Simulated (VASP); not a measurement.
# BN (Qingsongite) (F-43m) in VASP: further runs

Runs on BN (Qingsongite). Level: PBE. Tasks: single point.

Everything below comes from runs of VASP 6.6.1. Logs are shortened: lines on timing, memory, paths and dates and some standing lists are left out, and cuts for length are marked.

## Step 1: The cell of the first run

The structure is cubic, space group F-43m (No. 216). Conventional cell: a = 3.485 Å, b = 3.485 Å, c = 3.485 Å, α = 90.00°, β = 90.00°, γ = 90.00°. Within 2.0 Å of B (site symmetry -43m) lie 4 N at 1.51 Å. N (site symmetry -43m) has 4 B at 1.51 Å within 2.0 Å.

## Step 2: Single point, PBE (volume changed by -10%)

File INCAR:

```
ALGO = Normal
EDIFF = 1E-6
ENCUT = 520
GGA = PE
ISIF = 2
ISMEAR = 0
LASPH = True
LCHARG = True
LELF = True
LREAL = False
LVHAR = True
LWAVE = False
NBANDS = 11
NELM = 80
PREC = Accurate
SIGMA = 0.01
```

File KPOINTS:

```
k-points
0
Gamma
  8 8 8
```

File POSCAR:

```
BN
1.0
    0.0000000000      1.7425389420      1.7425389420
    1.7425389420      0.0000000000      1.7425389420
    1.7425389420      1.7425389420      0.0000000000
B N
1 1
Direct
    0.0000000000      0.0000000000      0.0000000000
    0.2500000000      0.2500000000      0.2500000000
```

Potentials or basis: VASP PAW PBE potentials, release 64 (B, N).

Launch:

```bash
> cat potpaw_PBE.64/B/POTCAR potpaw_PBE.64/N/POTCAR > POTCAR
> mpirun -np 1 vasp_std > vasp.out
```

OUTCAR:

```text
EDIFF = 1E-6
   ENCUT = 520
   GGA = PE
   ISIF = 2
   ISMEAR = 0
   LASPH = True
   LREAL = False
   NELM = 80
   PREC = Accurate

 ion  position               nearest neighbor table
   1  0.000  0.000  0.000-   2 1.51   2 1.51   2 1.51   2 1.51
   2  0.250  0.250  0.250-   1 1.51   1 1.51   1 1.51   1 1.51

  LATTYP: Found a face centered cubic cell.
 ALAT       =     3.4850778840

  Lattice vectors:

 A1 = (   0.0000000000,   1.7425389420,   1.7425389420)
 A2 = (   1.7425389420,   0.0000000000,   1.7425389420)
 A3 = (   1.7425389420,   1.7425389420,   0.0000000000)

Analysis of symmetry for initial positions (statically):
=====================================================================
 Subroutine PRICEL returns:
 Original cell was already a primitive cell.

 Routine SETGRP: Setting up the symmetry group for a
 face centered cubic supercell.

 Subroutine GETGRP returns: Found 24 space group operations
 (whereof 24 operations were pure point group operations)
 out of a pool of 48 trial point group operations.

The static configuration has the point symmetry T_d .

Analysis of symmetry for dynamics (positions and initial velocities):
=====================================================================
 Subroutine PRICEL returns:
 Original cell was already a primitive cell.

 Routine SETGRP: Setting up the symmetry group for a
 face centered cubic supercell.

 Subroutine GETGRP returns: Found 24 space group operations
 (whereof 24 operations were pure point group operations)
 out of a pool of 48 trial point group operations.

The dynamic configuration has the point symmetry T_d .

 Subroutine INISYM returns: Found 24 space group operations
 (whereof 24 operations are pure point group operations),
 and found     1 'primitive' translations

----------------------------------------------------------------------------------------

                                     Primitive cell

  volume of cell :      10.5822

  direct lattice vectors                    reciprocal lattice vectors
     0.000000000  1.742538942  1.742538942    -0.286937633  0.286937633  0.286937633
     1.742538942  0.000000000  1.742538942     0.286937633 -0.286937633  0.286937633
     1.742538942  1.742538942  0.000000000     0.286937633  0.286937633 -0.286937633

  length of vectors
     2.464322205  2.464322205  2.464322205     0.496990560  0.496990560  0.496990560

  position of ions in fractional coordinates (direct lattice)
     0.000000000  0.000000000  0.000000000
     0.250000000  0.250000000  0.250000000

  ion indices of the primitive-cell ions
   primitive index   ion index
                 1           1
                 2           2

----------------------------------------------------------------------------------------

 KPOINTS: k-points

Automatic generation of k-mesh.
 Grid dimensions read from file:
 generate k-points for:    8    8    8

 Generating k-lattice:

  Cartesian coordinates                     Fractional coordinates (reciprocal lattice)
    -0.035867204  0.035867204  0.035867204     0.125000000  0.000000000  0.000000000
     0.035867204 -0.035867204  0.035867204     0.000000000  0.125000000  0.000000000
     0.035867204  0.035867204 -0.035867204     0.000000000  0.000000000  0.125000000

  Length of vectors
     0.062123820  0.062123820  0.062123820

  Shift w.r.t. Gamma in fractional coordinates (k-lattice)
     0.000000000  0.000000000  0.000000000

 Subroutine IBZKPT returns following result:
 ===========================================

 Found     29 irreducible k-points:

 Following reciprocal coordinates:
            Coordinates               Weight
  0.000000  0.000000  0.000000      1.000000
  0.125000  0.000000  0.000000      8.000000
  0.250000  0.000000  0.000000      8.000000
  0.375000  0.000000  0.000000      8.000000
  0.500000  0.000000  0.000000      4.000000
  0.125000  0.125000  0.000000      6.000000
[... 16 lines left out ...]
  0.500000  0.250000  0.125000     48.000000
 -0.375000  0.250000  0.125000     24.000000
 [... further k-points ...]
   k-points           NKPTS =     29   k-points in BZ     NKDIM =     29   number of bands    NBANDS=     11
   number of dos      NEDOS =    301   number of ions     NIONS =      2
   total plane-waves  NPLWV =   5832
   dimension x,y,z NGX =    18 NGY =   18 NGZ =   18
   dimension x,y,z NGXF=    36 NGYF=   36 NGZF=   36
   ions per type =               1   1
   NGX,Y,Z   is equivalent  to a cutoff of  12.14, 12.14, 12.14 a.u.
   NGXF,Y,Z  is equivalent  to a cutoff of  24.29, 24.29, 24.29 a.u.
 SYSTEM =  unknown system
   PREC   = accura    normal or accurate (medium, high low for compatibility)
   ISTART =      0    job   : 0-new  1-cont  2-samecut
   ICHARG =      2    charge: 1-file 2-atom 10-const
   ISPIN  =      1    spin polarized calculation?
   LNONCOLLINEAR =      F non collinear calculations
   LSORBIT =      F    spin-orbit coupling
   LASPH  =      T    aspherical Exc in radial PAW
   ENCUT  =  520.0 eV  38.22 Ry    6.18 a.u.   4.58  4.58  4.58*2*pi/ulx,y,z
   NELM   =     80;   NELMIN=  2; NELMDL= -5     # of ELM steps
   EDIFF  = 0.1E-05   stopping-criterion for ELM
   LREAL  =      F    real-space projection
   EDIFFG = 0.1E-04   stopping-criterion for IOM
   NSW    =      0    number of steps for IOM
   IBRION =     -1    ionic relax: 0-MD 1-quasi-New 2-CG
   NFREE  =      0    steps in history (QN), initial steepest desc. (CG)
   ISIF   =      2    stress and relaxation
   ISYM   =      2    0-nonsym 1-usesym 2-fastsym
   POTIM  = 0.5000    time-step for ionic-motion
   TEBEG  =    0.0;   TEEND  =   0.0 temperature during run
   PSTRESS=    0.0 pullay stress
   NELECT =       8.0000    total number of electrons
   NUPDOWN=      -1.0000    fix difference up-down
   EMIN   =  10.00;   EMAX   =-10.00  energy-range for DOS
   EFERMI =   0.00;   METHOD = LEGACY
   ISMEAR =     0;   SIGMA  =   0.01  broadening in eV -4-tet -1-fermi 0-gaus
   EFERMI_NEDOS =   21; number of points for ismear=-14 and -15
   IALGO  =     38    algorithm
   IMIX   =      4    mixing-type and parameters
     AMIX     =   0.40;   BMIX     =  1.00
     AMIX_MAG =   1.60;   BMIX_MAG =  1.00
  volume/ion in A,a.u.               =       5.29        35.71
  Fermi-wavevector in a.u.,A,eV,Ry     =   1.491348  2.818239 30.260975  2.224119
  Thomas-Fermi vector in A             =   2.604014
   LORBIT       =      0    0 simple, 1 ext, 2 COOP (PROOUT), +10 PAW based schemes
   GGA     = PE    functional components
   LHFCALC =     F    Hartree Fock is set to
   AEXX    =    0.0000 exact exchange contribution
   IVDW    =     0    specifies the selected vdW correction
   LEPSILON=     F    determine dielectric tensor
   LRPA    =     F    only Hartree local field effects (RPA)
 non-spin polarized calculation
 Gauss-broadening in eV      SIGMA  =   0.01
  energy-cutoff  :      520.00
  volume of cell :       10.58
 maximum number of plane-waves:       295
   NGX =  9   NGY =  9   NGZ =  9

 number of electron       7.9999997 magnetization

 Free energy of the ion-electron system (eV)
  ---------------------------------------------------
  ext. energy  EPLUGINS =         0.00000000
  ---------------------------------------------------
  free energy    TOTEN  =       -17.24026376 eV

  energy without entropy =      -17.24026376  energy(sigma->0) =      -17.24026376

 E-fermi :   8.9421     XC(G=0): -13.3726

 val. band max:        8.8174326546   @ k =   0.0000   0.0000   0.0000
 cond. band min:      13.3848469702   @ k =   0.5000   0.5000   0.0000
 fundamental gap:      4.5674143156
 Fermi energy:         8.9420565766

 k-point     1 :       0.0000    0.0000    0.0000
  band No.  band energies     occupation
      1     -12.7174      2.00000
      2       8.8174      2.00000
      3       8.8174      2.00000
      4       8.8174      2.00000
      5      18.1620      0.00000
      6      18.1620      0.00000
      7      18.1620      0.00000
      8      21.0126      0.00000
      9      35.6951      0.00000
     10      37.9627      0.00000
     11      37.9627      0.00000

 k-point     2 :       0.1250    0.0000    0.0000
  band No.  band energies     occupation
      1     -12.3043      2.00000
      2       6.7917      2.00000
      3       8.3888      2.00000
      4       8.3888      2.00000
      5      18.8048      0.00000
      6      18.8048      0.00000
      7      18.8076      0.00000
      8      22.0621      0.00000
      9      34.5645      0.00000
     10      34.5645      0.00000
     11      34.7069      0.00000

 k-point     3 :       0.2500    0.0000    0.0000
  band No.  band energies     occupation
      1     -11.0974      2.00000
      2       2.8835      2.00000
      3       7.5553      2.00000
      4       7.5553      2.00000
      5      19.6245      0.00000
      6      19.8361      0.00000
      7      19.8361      0.00000
      8      23.8976      0.00000
      9      33.4797      0.00000
     10      33.4797      0.00000
     11      33.6892      0.00000

 k-point     4 :       0.3750    0.0000    0.0000
  band No.  band energies     occupation
      1      -9.2782      2.00000
      2      -0.9089      2.00000
      3       6.8977      2.00000
      4       6.8977      2.00000
      5      20.1617      0.00000
      6      20.1617      0.00000
      7      20.2248      0.00000
      8      24.9207      0.00000
      9      33.6862      0.00000
     10      35.3205      0.00000
     11      35.3205      0.00000
[... 239 lines left out ...]
 k-point    22 :       0.3750    0.2500    0.1250
  band No.  band energies     occupation
      1     -10.0626      2.00000
      2       2.6928      2.00000
      3       4.4444      2.00000
      4       6.5870      2.00000
      5      17.9814      0.00000
      6      21.5166      0.00000
      7      22.7695      0.00000
      8      23.2918      0.00000
      9      29.5724      0.00000
     10      36.0863      0.00000
     11      38.3634      0.00000

 k-point    23 :       0.5000    0.2500    0.1250
  band No.  band energies     occupation
      1      -8.3475      2.00000
      2      -0.1333      2.00000
      3       3.6100      2.00000
      4       5.5333      2.00000
      5      18.7527      0.00000
      6      21.0766      0.00000
      7      24.1037      0.00000
      8      24.6864      0.00000
      9      30.2543      0.00000
     10      35.7816      0.00000
     11      38.4015      0.00000

 k-point    24 :      -0.3750    0.2500    0.1250
  band No.  band energies     occupation
      1      -7.1676      2.00000
      2      -1.8489      2.00000
      3       3.5675      2.00000
      4       4.9516      2.00000
      5      18.8431      0.00000
      6      21.0522      0.00000
      7      24.7182      0.00000
      8      26.0727      0.00000
      9      29.4736      0.00000
     10      36.5786      0.00000
     11      38.3062      0.00000

 [... further k-points ...]
[... 5 lines left out ...]
  --------------------------------------------------------------------------------------
  -------------------------------------------------------------------------------------
  Total        3.6282893      3.6282893      3.6282893      0.0000000      0.0000000      0.0000000
  in kB      549.3321483    549.3321483    549.3321483      0.0000000      0.0000000      0.0000000
  external PRESSURE =     549.3321483 kB  Pullay stress =       0.0000000 kB

 VOLUME and BASIS-vectors are now :
 -----------------------------------------------------------------------------
  energy-cutoff  :      520.00
  volume of cell :       10.58
      direct lattice vectors                 reciprocal lattice vectors
     0.000000000  1.742538942  1.742538942    -0.286937633  0.286937633  0.286937633
     1.742538942  0.000000000  1.742538942     0.286937633 -0.286937633  0.286937633
     1.742538942  1.742538942  0.000000000     0.286937633  0.286937633 -0.286937633

 POSITION                                       TOTAL-FORCE (eV/Angst)
 -----------------------------------------------------------------------------------
      0.00000      0.00000      0.00000        -0.000000     -0.000000      0.000000
      0.87127      0.87127      0.87127         0.000000      0.000000     -0.000000
 -----------------------------------------------------------------------------------
    total drift:                                0.000000      0.000000     -0.000000

  FREE ENERGIE OF THE ION-ELECTRON SYSTEM (eV)
  ---------------------------------------------------
  free  energy   TOTEN  =       -17.2402637647 eV

  energy  without entropy=      -17.2402637647  energy(sigma->0) =      -17.24026376
```

It took 5.1 s on 1 thread of AMD EPYC 7R13, shared host; peak memory 0.08 GiB.

What came out:

```
Free energy            : -17.2403 eV
Pressure               : 54.9 GPa
Band gap on the k mesh : 4.57 eV, indirect (least direct gap 9.34 eV)
```

 A k mesh can miss the band edges.

## Step 3: Single point, PBE (volume changed by -5%)

File INCAR:

```
  ALGO = Normal
  EDIFF = 1E-6
  ENCUT = 520
  GGA = PE
  ISIF = 2
  ISMEAR = 0
  LASPH = True
  LCHARG = True
  LELF = True
  LREAL = False
  LVHAR = True
  LWAVE = False
  NBANDS = 11
  NELM = 60
  PREC = Accurate
  SIGMA = 0.01
```

KPOINTS is that of step 2.

File POSCAR:

```
BN
1.0
    0.0000000000      1.7742283905      1.7742283905
    1.7742283905      0.0000000000      1.7742283905
    1.7742283905      1.7742283905      0.0000000000
B N
1 1
Direct
    0.0000000000      0.0000000000      0.0000000000
    0.2500000000      0.2500000000      0.2500000000
```

Potentials or basis: VASP PAW PBE potentials, release 64 (B, N).

Launch:

```bash
> cat potpaw_PBE.64/B/POTCAR potpaw_PBE.64/N/POTCAR > POTCAR
> mpirun -np 1 vasp_std > vasp.out
```

It took 5.7 s on 1 thread of AMD EPYC 7R13, shared host; peak memory 0.09 GiB.

Results (log left out):

```yaml
Free_energy: -17.3898 eV
Pressure: 27.1 GPa
Band_gap_on_the_k_mesh: 4.52 eV, indirect (least direct gap 9.09 eV)
```

Levels at points of the mesh, in eV from the valence-band top:
| k point | band 2 | band 3 | band 4 | band 5 | band 6 | band 7 |
| --- | --- | --- | --- | --- | --- | --- |
| (0.00, 0.00, 0.00) | 0.00 | 0.00 | 0.00 | 9.09 | 9.09 | 9.09 |
| (0.50, 0.00, 0.00) | -11.21 | -2.05 | -2.05 | 10.89 | 11.01 | 11.01 |
| (0.50, 0.50, 0.00) | -9.29 | -5.19 | -5.19 | 4.52 | 9.54 | 18.79 |

 A k mesh can miss the band edges.

(Part 1 of 2 ends here.)
